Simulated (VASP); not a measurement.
# Ga3Te2O (P-6m2) in VASP: a series of runs

The runs below take Ga3Te2O through single point, relaxation of cell and atoms, with PBE.

All numbers are computed with VASP 6.6.1; they aren't measurements. Logs are shortened: lines on timing, memory, paths and dates and some standing lists are left out, and cuts for length are marked.

### 1 The cell of the first run

It takes space group P-6m2 (No. 187, hexagonal). Conventional cell: a = 4.139 Å, b = 4.139 Å, c = 8.441 Å, α = 90.00°, β = 90.00°, γ = 120.00°. Within 3.3 Å of Ga (site symmetry -6m2) lie 3 Ga at 2.39 Å and 6 Te at 3.22 Å. Ga (site symmetry -6m2) has 3 O at 2.39 Å and 6 Te at 3.16 Å within 3.2 Å. Ga (site symmetry -6m2) has 3 Ga at 2.39 Å and 6 Te at 3.22 Å within 3.3 Å. Within 4.4 Å of Te (site symmetry 3m) lie 3 O at 3.16 Å and 9 Ga at 3.16 to 3.22 Å and 8 Te at 4.12 to 4.32 Å. Within 3.2 Å of O (site symmetry -6m2) lie 3 Ga at 2.39 Å and 6 Te at 3.16 Å.

The cell was built from a structure type or drawn by symmetry, and may not be a known phase.

### 2 Single point, PBE

INCAR reads:

```
SYSTEM = Ga3Te2O
PREC = Accurate
ENCUT = 520
EDIFF = 1E-6
ISMEAR = 0
SIGMA = 0.1
LREAL = .FALSE.
LASPH = .TRUE.
NELM = 80
ALGO = Normal
ISIF = 2
LWAVE = .FALSE.
LCHARG = .FALSE.
GGA = PE
NBANDS = 38
```

KPOINTS reads:

```
Automatic mesh
0
G
  6 6 2
  0 0 0
```

POSCAR reads:

```
Ga3Te2O
1.0
    4.1390033757     -0.0000000028      0.0000000000
   -2.0695016855      3.5844820711      0.0000000000
    0.0000000000      0.0000000000      8.4414892846
Ga Te O
3 2 1
Direct
    0.6666666667      0.3333333333      0.5000000000
    0.0000000000      0.0000000000      0.0000000000
    0.0000000000      0.0000000000      0.5000000000
    0.3333333333      0.6666666667      0.2442985749
    0.3333333333      0.6666666667      0.7557014251
    0.6666666667      0.3333333333      0.0000000000
```

Potentials or basis: VASP PAW PBE potentials, release 64 (Ga_d, Te, O).

Launch:

```console
$ cat potpaw_PBE.64/Ga_d/POTCAR potpaw_PBE.64/Te/POTCAR potpaw_PBE.64/O/POTCAR > POTCAR
$ mpirun -np 1 vasp_std > vasp.out
```

OUTCAR:

```text
SYSTEM = Ga3Te2O
   PREC = Accurate
   ENCUT = 520
   EDIFF = 1E-6
   ISMEAR = 0
   LREAL = .FALSE.
   LASPH = .TRUE.
   NELM = 80
   ISIF = 2
   GGA = PE

 ion  position               nearest neighbor table
   1  0.667  0.333  0.500-   3 2.39   3 2.39   3 2.39   5 3.22   4 3.22   5 3.22   4 3.22   5 3.22
                             4 3.22
   2  0.000  0.000  0.000-   6 2.39   6 2.39   6 2.39   4 3.16   5 3.16   4 3.16   5 3.16   4 3.16
                             5 3.16
   3  0.000  0.000  0.500-   1 2.39   1 2.39   1 2.39   5 3.22   4 3.22   4 3.22   5 3.22   4 3.22
                             5 3.22
   4  0.333  0.667  0.244-   2 3.16   2 3.16   2 3.16   1 3.22   1 3.22   3 3.22   3 3.22   3 3.22
                             1 3.22
   5  0.333  0.667  0.756-   2 3.16   2 3.16   2 3.16   1 3.22   1 3.22   3 3.22   3 3.22   3 3.22
                             1 3.22
   6  0.667  0.333  0.000-   2 2.39   2 2.39   2 2.39

  LATTYP: Found a hexagonal cell.
 ALAT       =     4.1390033757
 C/A-ratio  =     2.0394980430

  Lattice vectors:

 A1 = (   4.1390033757,  -0.0000000028,   0.0000000000)
 A2 = (  -2.0695016855,   3.5844820711,   0.0000000000)
 A3 = (   0.0000000000,   0.0000000000,   8.4414892846)

Analysis of symmetry for initial positions (statically):
=====================================================================
 Subroutine PRICEL returns:
 Original cell was already a primitive cell.

 Routine SETGRP: Setting up the symmetry group for a
 hexagonal supercell.

 Subroutine GETGRP returns: Found 12 space group operations
 (whereof 12 operations were pure point group operations)
 out of a pool of 24 trial point group operations.

The static configuration has the point symmetry D_3h.

Analysis of symmetry for dynamics (positions and initial velocities):
=====================================================================
 Subroutine PRICEL returns:
 Original cell was already a primitive cell.

 Routine SETGRP: Setting up the symmetry group for a
 hexagonal supercell.

 Subroutine GETGRP returns: Found 12 space group operations
 (whereof 12 operations were pure point group operations)
 out of a pool of 24 trial point group operations.

The dynamic configuration has the point symmetry D_3h.

 Subroutine INISYM returns: Found 12 space group operations
 (whereof 12 operations are pure point group operations),
 and found     1 'primitive' translations

----------------------------------------------------------------------------------------

                                     Primitive cell

  volume of cell :     125.2395

  direct lattice vectors                    reciprocal lattice vectors
     4.139003376 -0.000000003  0.000000000     0.241604055  0.139490166  0.000000000
    -2.069501686  3.584482071  0.000000000     0.000000000  0.278980333  0.000000000
     0.000000000  0.000000000  8.441489285     0.000000000  0.000000000  0.118462509

  length of vectors
     4.139003376  4.139003376  8.441489285     0.278980333  0.278980333  0.118462509

  position of ions in fractional coordinates (direct lattice)
     0.666666667  0.333333333  0.500000000
     0.000000000  0.000000000  0.000000000
     0.000000000  0.000000000  0.500000000
     0.333333333  0.666666667  0.244298575
     0.333333333  0.666666667  0.755701425
     0.666666667  0.333333333  0.000000000

  ion indices of the primitive-cell ions
   primitive index   ion index
                 1           1
                 2           2
                 3           3
                 4           4
                 5           5
                 6           6

----------------------------------------------------------------------------------------

 KPOINTS: Automatic mesh

Automatic generation of k-mesh.
 Grid dimensions read from file:
 generate k-points for:    6    6    2

 Generating k-lattice:

  Cartesian coordinates                     Fractional coordinates (reciprocal lattice)
     0.040267343  0.023248361  0.000000000     0.166666667  0.000000000  0.000000000
[... 46 lines left out ...]
 NGX is ok and might be reduce to    32
   NGX = 15   NGY = 15   NGZ = 31

 number of electron      56.9999999 magnetization

 Free energy of the ion-electron system (eV)
  ---------------------------------------------------
  ext. energy  EPLUGINS =         0.00000000
  ---------------------------------------------------
  free energy    TOTEN  =       -19.31135085 eV

  energy without entropy =      -19.28421692  energy(sigma->0) =      -19.29778388

 E-fermi :   5.6761     XC(G=0): -10.3766

 val. band max:        5.6747754944   @ k =   0.3333   0.1667   0.0000
 cond. band min:       5.6824389776   @ k =   0.0000   0.0000   0.0000
 fundamental gap:      0.0076634832
 Fermi energy:         5.6760560815

 k-point     1 :       0.0000    0.0000    0.0000
  band No.  band energies     occupation
      1     -11.3199      2.00000
      2      -9.5535      2.00000
      3      -9.4315      2.00000
      4      -9.4315      2.00000
      5      -9.4006      2.00000
      6      -9.4006      2.00000
[... 30 lines left out ...]
     37      11.2686      0.00000
     38      12.2836      0.00000

 k-point     2 :       0.1667    0.0000    0.0000
  band No.  band energies     occupation
      1     -11.2801      2.00000
      2      -9.5598      2.00000
      3      -9.5047      2.00000
      4      -9.4860      2.00000
      5      -9.4115      2.00000
      6      -9.3926      2.00000
[... 30 lines left out ...]
     37      11.3239      0.00000
     38      11.5682      0.00000

 k-point     3 :       0.3333    0.0000    0.0000
  band No.  band energies     occupation
      1     -11.2017      2.00000
      2      -9.6283      2.00000
      3      -9.5909      2.00000
      4      -9.4890      2.00000
      5      -9.4317      2.00000
      6      -9.3802      2.00000
[... 30 lines left out ...]
     37      11.9827      0.00000
[... 371 lines left out ...]
 k-point    13 :       0.3333    0.1667    0.5000
  band No.  band energies     occupation
      1     -11.1644      2.00000
      2      -9.7076      2.00000
      3      -9.5605      2.00000
      4      -9.4923      2.00000
      5      -9.4634      2.00000
      6      -9.3396      2.00000
[... 30 lines left out ...]
     37      12.7882      0.00000
     38      12.8529      0.00000

 k-point    14 :       0.3333    0.3333    0.5000
  band No.  band energies     occupation
      1     -11.1469      2.00000
      2      -9.7465      2.00000
      3      -9.5208      2.00000
      4      -9.5134      2.00000
      5      -9.4834      2.00000
      6      -9.2908      2.00000
[... 30 lines left out ...]
     37      12.6725      0.00000
     38      12.8051      0.00000

------------------------ aborting loop because EDIFF is reached ----------------------------------------

  FORCE on cell =-STRESS in cart. coord.  units (eV):
  Direction    XX          YY          ZZ          XY          YZ          ZX
  --------------------------------------------------------------------------------------
  -------------------------------------------------------------------------------------
  Total        0.0846972      0.0846972     -0.1684203     -0.0000000     -0.0000000     -0.0000000
  in kB        1.0835237      1.0835237     -2.1545852     -0.0000000     -0.0000000     -0.0000000
  external PRESSURE =       0.0041541 kB  Pullay stress =       0.0000000 kB

 VOLUME and BASIS-vectors are now :
 -----------------------------------------------------------------------------
  energy-cutoff  :      520.00
  volume of cell :      125.24
      direct lattice vectors                 reciprocal lattice vectors
     4.139003376 -0.000000003  0.000000000     0.241604055  0.139490166  0.000000000
    -2.069501686  3.584482071  0.000000000     0.000000000  0.278980333  0.000000000
     0.000000000  0.000000000  8.441489285     0.000000000  0.000000000  0.118462509

 POSITION                                       TOTAL-FORCE (eV/Angst)
 -----------------------------------------------------------------------------------
      2.06950      1.19483      4.22074        -0.000000     -0.000000      0.000000
      0.00000      0.00000      0.00000         0.000000     -0.000000      0.000000
      0.00000      0.00000      4.22074        -0.000000     -0.000000      0.000000
      0.00000      2.38965      2.06224         0.000000     -0.000000     -0.014525
      0.00000      2.38965      6.37925         0.000000     -0.000000      0.014525
      2.06950      1.19483      0.00000        -0.000000      0.000000      0.000000
 -----------------------------------------------------------------------------------
    total drift:                                0.000006     -0.000003      0.000000

  FREE ENERGIE OF THE ION-ELECTRON SYSTEM (eV)
  ---------------------------------------------------
  free  energy   TOTEN  =       -19.3113508466 eV

  energy  without entropy=      -19.2842169195  energy(sigma->0) =      -19.29778388
```

Run time: 41 s. Hardware: 1 thread of Intel Xeon 6975P-C (Granite Rapids), shared host; peak memory 0.26 GiB.

Results:

- Free energy: -19.3114 eV
- Pressure: 0.0 GPa
- Largest force: 0.015 eV/Å
- Band gap on the k mesh: zero (an odd number of electrons rules out a gap without spin polarisation)

Forces on the atoms (eV/Å):
```
Ga   0.000  0.000  0.000
Ga   0.000  0.000  0.000
Ga   0.000  0.000  0.000
Te   0.000  0.000 -0.015
Te   0.000  0.000  0.015
O    0.000  0.000  0.000
```

Caveat: the k points lie up to 0.37 Å⁻¹ apart, too coarse for converged energies and pressures of a metal; spin-orbit coupling is left out, which moves the levels of the heavy elements; an odd number of electrons without spin polarisation forces a metal; a magnetic or distorted state may lie lower.

### 3 Single point, PBE

This run uses another cell than the first one, of 23.83 Å³/atom.

INCAR reads:

```
SYSTEM = Ga3Te2O
  ALGO = Normal
  EDIFF = 1E-7
  ENCUT = 520
  GGA = PE
  ISIF = 2
  ISMEAR = 0
  LASPH = .True.
  LCHARG = .False.
  LREAL = .False.
  LWAVE = .False.
  NBANDS = 38
  NELM = 80
  PREC = Accurate
  SIGMA = 0.1
```

KPOINTS reads:

```
k-points
0
Gamma
  6 6 2
  0 0 0
```

POSCAR reads:

```
Ga3Te2O
1.0
    4.2796217700      0.0000000000      0.0000000000
   -2.1398108800      3.7062611700      0.0000000000
    0.0000000000      0.0000000000      9.0128137000
Ga Te O
3 2 1
Direct
    0.6666666700      0.3333333300      0.5000000000
    0.0000000000      0.0000000000      0.0000000000
    0.0000000000      0.0000000000      0.5000000000
    0.3333333300      0.6666666700      0.2462391900
    0.3333333300      0.6666666700      0.7537608100
    0.6666666700      0.3333333300      0.0000000000
```

Potentials or basis: VASP PAW PBE potentials, release 64 (Ga_d, Te, O).

Launch:

```console
$ cat potpaw_PBE.64/Ga_d/POTCAR potpaw_PBE.64/Te/POTCAR potpaw_PBE.64/O/POTCAR > POTCAR
$ mpirun -np 1 vasp_std > vasp.out
```

Run time: 56 s. Hardware: 1 thread of Intel Xeon 6975P-C (Granite Rapids), shared host; peak memory 0.29 GiB.

Results (log left out):

```yaml
Free_energy: -18.9868 eV
Pressure: -5.2 GPa
Largest_force: 0.190 eV/Å
Band_gap_on_the_k_mesh: zero (an odd number of electrons rules out a gap without spin polarisation)
```

Forces in eV/Å, atoms in the order of the input:
```
Ga   0.000  0.000  0.000
Ga   0.000  0.000  0.000
Ga   0.000  0.000  0.000
Te   0.000  0.000  0.190
Te   0.000  0.000 -0.190
O    0.000  0.000  0.000
```

Stress tensor (GPa, compression positive):
```
-5.40  0.00  0.00
 0.00 -5.40  0.00
 0.00  0.00 -4.87
```

Levels at points of the mesh, in eV from the Fermi level:
```
           k point  band 27  band 28  band 29  band 30  band 31  band 32
(0.00, 0.00, 0.00)     0.14     0.14     0.81     0.81     1.07     1.63
(0.50, 0.00, 0.00)    -0.72    -0.58    -0.50     0.60     1.37     1.80
(0.00, 0.00, 0.50)    -0.06    -0.06     0.46     0.81     0.81     1.62
(0.50, 0.00, 0.50)    -1.06    -0.24    -0.16     0.22     1.25     2.67
```

Caveat: the cell stands under tension; spin-orbit coupling is left out, which moves the levels of the heavy elements; an odd number of electrons without spin polarisation forces a metal; a magnetic or distorted state may lie lower.

### 4 Relaxation of cell and atoms, PBE

This run uses another cell than the first one, of 23.83 Å³/atom.

INCAR reads:

```
PREC = Accurate
ENCUT = 600
EDIFF = 1E-6
ISMEAR = 0
SIGMA = 0.1
LREAL = F
LASPH = T
NELM = 60
ALGO = Normal
ISIF = 3
LWAVE = F
LCHARG = F
GGA = PE
IBRION = 2
NSW = 90
EDIFFG = -0.04
```

KPOINTS reads:

```
regular mesh
0
Gamma
  6 6 2
```

POSCAR is that of step 3.

Launch:

```console
$ cat potpaw_PBE.64/Ga_d/POTCAR potpaw_PBE.64/Te/POTCAR potpaw_PBE.64/O/POTCAR > POTCAR
$ mpirun -np 1 vasp_std > vasp.out
```

It took 6.1 min on 1 thread of Intel Xeon 6975P-C (Granite Rapids), shared host; peak memory 0.35 GiB.

Results (log left out):

- Free energy: -19.3207 eV
- Relaxed volume: 20.83 Å³/atom
- Relaxed cell: a = 4.150 Å, b = 4.150 Å, c = 8.383 Å, α = 90.00°, β = 90.00°, γ = 120.00°
- Space group after relaxing (to 0.1 Å): P-6m2 (No. 187)
- Energy gained by relaxing: 55.6 meV/atom
- Ionic steps: 10
- Pressure after relaxing: 0.0 GPa
- Largest force after relaxing: 0.035 eV/Å
- Band gap on the k mesh: zero (an odd number of electrons rules out a gap without spin polarisation)

Forces in eV/Å, atoms in the order of the input:
```
Ga   0.000  0.000  0.000
Ga   0.000  0.000  0.000
Ga   0.000  0.000  0.000
Te   0.000  0.000 -0.035
Te   0.000  0.000  0.035
O    0.000  0.000  0.000
```

The path:
```tsv
step	energy change (eV)	largest force (eV/Å)	pressure (GPa)	volume (Å³)
1	0.0000	0.1894	-5.25	142.96
2	-0.3132	0.0397	-0.61	127.41
3	-0.3150	0.0234	0.01	126.12
4	-0.3150	0.0278	-0.08	126.44
5	-0.3214	0.0141	-0.10	126.18
6	-0.3272	0.0831	-0.05	125.73
7	-0.3221	0.2146	0.16	124.78
8	-0.3281	0.1189	-0.01	125.48
9	-0.3300	0.0992	-0.01	125.37
10	-0.3335	0.0355	-0.04	125.01
```

Final structure:
```cif
data_structure
_symmetry_space_group_name_H-M 'P 1'
_symmetry_Int_Tables_number 1
_cell_length_a 4.1497
_cell_length_b 4.1497
_cell_length_c 8.3826
_cell_angle_alpha 90.000
_cell_angle_beta 90.000
_cell_angle_gamma 120.000
_cell_volume 125.01
loop_
_atom_site_label
_atom_site_type_symbol
_atom_site_fract_x
_atom_site_fract_y
_atom_site_fract_z
_atom_site_occupancy
Ga1 Ga 0.66667 0.33333 0.50000 1
Ga2 Ga 0.00000 0.00000 0.00000 1
Ga3 Ga 0.00000 0.00000 0.50000 1
Te1 Te 0.33333 0.66667 0.24394 1
Te2 Te 0.33333 0.66667 0.75606 1
O1 O 0.66667 0.33333 0.00000 1
```

Levels at points of the mesh, in eV from the Fermi level:
```csv
k point,band 26,band 27,band 28,band 29,band 30,band 31
"(0.00, 0.00, 0.00)",-0.73,-0.03,-0.03,0.58,0.58,1.39
"(0.50, 0.00, 0.00)",-1.64,-0.88,-0.82,-0.55,0.89,1.51
"(0.00, 0.00, 0.50)",-0.51,-0.35,-0.35,0.54,0.57,0.57
"(0.50, 0.00, 0.50)",-1.76,-1.32,-0.38,-0.14,0.29,1.35
```

Caveat: spin-orbit coupling is left out, which moves the levels of the heavy elements; an odd number of electrons without spin polarisation forces a metal; a magnetic or distorted state may lie lower.

### 5 Single point, PBE

This run uses another cell than the first one, of 20.77 Å³/atom.

INCAR reads:

```
PREC = Accurate
ENCUT = 520
EDIFF = 1E-6
ISMEAR = 0
SIGMA = 0.1
LREAL = F
LASPH = T
NELM = 80
ALGO = Normal
ISIF = 2
LWAVE = F
LCHARG = F
GGA = PE
NBANDS = 38
```

KPOINTS reads:

```
Automatic mesh
0
Gamma
  12 12 6
```

POSCAR reads:

```
Ga3Te2O
1.0
    4.1835655808      0.0000000000      0.0000000000
   -2.0917827904      3.6230740713      0.0000000000
    0.0000000000      0.0000000000      8.2213113507
Ga Te O
3 2 1
Direct
    0.6666666667      0.3333333333      0.5000000000
    0.0000000000      0.0000000000      0.0000000000
    0.0000000000      0.0000000000      0.5000000000
    0.3333333333      0.6666666667      0.2440141650
    0.3333333333      0.6666666667      0.7559858350
    0.6666666667      0.3333333333      0.0000000000
```

Launch:

```console
$ cat potpaw_PBE.64/Ga_d/POTCAR potpaw_PBE.64/Te/POTCAR potpaw_PBE.64/O/POTCAR > POTCAR
$ mpirun -np 1 vasp_std > vasp.out
```

Run time: 2.8 min. Hardware: 1 thread of Intel Xeon 6975P-C (Granite Rapids), shared host; peak memory 0.45 GiB.

Results (log left out):

| Item | Value |
| --- | --- |
| Free energy | -19.2875 eV |
| Pressure | 0.0 GPa |
| Largest force | 0.008 eV/Å |
| Band gap on the k mesh | zero (an odd number of electrons rules out a gap without spin polarisation) |

Forces on the atoms (eV/Å):
```
Ga   0.000  0.000  0.000
Ga   0.000  0.000  0.000
Ga   0.000  0.000  0.000
Te   0.000  0.000 -0.008
Te   0.000  0.000  0.008
O    0.000  0.000  0.000
```

Stress tensor (GPa, compression positive):
```
 0.07  0.00  0.00
 0.00  0.07  0.00
 0.00  0.00 -0.06
```

Levels at points of the mesh, in eV from the Fermi level:
```
           k point  band 24  band 25  band 26  band 27  band 28  band 29  band 30  band 31  band 32  band 33
(0.00, 0.00, 0.00)    -0.89    -0.89    -0.86    -0.14    -0.14     0.51     0.51     1.28     1.88     2.33
(0.50, 0.00, 0.00)    -2.20    -2.13    -1.55    -0.96    -0.72    -0.51     0.98     1.57     1.58     3.40
(0.00, 0.00, 0.50)    -0.67    -0.67    -0.60    -0.49    -0.49     0.50     0.50     0.53     1.81     3.62
(0.50, 0.00, 0.50)    -2.97    -2.72    -1.75    -1.36    -0.38    -0.09     0.34     1.41     2.43     4.27
```

Caveat: spin-orbit coupling is left out, which moves the levels of the heavy elements; an odd number of electrons without spin polarisation forces a metal; a magnetic or distorted state may lie lower.

### 6 Summary

```tsv
task	cell	k mesh	cutoff (eV)	gap on the mesh (eV)	pressure (GPa)	largest force (eV/Å)
single point	a = 4.139, b = 4.139, c = 8.441 Å, angles 90.0, 90.0, 120.0°, 6 atoms, atomic positions A	6 × 6 × 2	520	none	0.0	0.01
single point	a = 4.280, b = 4.280, c = 9.013 Å, angles 90.0, 90.0, 120.0°, 6 atoms, atomic positions B	6 × 6 × 2	520	none	-5.2	0.19
relaxation of cell and atoms	relaxed from a = 4.280, b = 4.280, c = 9.013 Å, angles 90.0, 90.0, 120.0°, 6 atoms, atomic positions B	6 × 6 × 2	600	none	0.0	0.04
single point	a = 4.184, b = 4.184, c = 8.221 Å, angles 90.0, 90.0, 120.0°, 6 atoms, atomic positions A	12 × 12 × 6	520	none	0.0	0.01
```

Alike in all rows: level PBE; potentials or basis VASP PAW PBE potentials, release 64 (Ga_d, Te, O); no spin polarisation; smearing gaussian 0.1 eV.

Caveats: some runs use coarse meshes; spin-orbit coupling is left out, which moves the levels of the heavy elements; an odd number of electrons without spin polarisation forces a metal; a magnetic or distorted state may lie lower; the cell stands under tension (at least some runs).

Total energies depend on the potentials used, so only differences within one code and one set of settings carry meaning.
